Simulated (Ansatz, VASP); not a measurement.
## Zr in VASP and in Ansatz

```
Zr
1.0
     0.00000    3.83304    3.83304
     3.83304    0.00000    3.83304
     3.83304    3.83304    0.00000
Zr
2
Direct
  0.00000 0.00000 0.00000
  0.25000 0.25000 0.25000
```

Alike in both runs: task relaxation of cell and atoms; functional PBEsol; k mesh 10 × 10 × 10; occupations gaussian, width 0.1 eV; no spin polarisation.

```csv
,VASP,Ansatz
version,VASP 6.6.1,Ansatz 0.2.0
potentials or method,"VASP PAW PBE potentials, release 64 (Zr_sv), cutoff 600 eV","scalar-relativistic, plane waves, PAW"
valence electrons in the cell,24,24
```

```tsv
	VASP	Ansatz	Ansatz less VASP
gap on the k mesh at the Fermi level, each at its own relaxed structure (eV)	none	none	-
relaxed volume (Å³/atom)	29.10	28.93	-0.168
relaxed length of the cell vector where the two differ most in proportion (Å)	4.350	4.341	-0.0084
```

VASP's potentials were made for PBE, not for PBEsol. A gap of «none» marks a metal or a gap that the smearing closes.

Noted on VASP's run: the volume moved by over 15 % at a fixed basis, so the end points are rough.
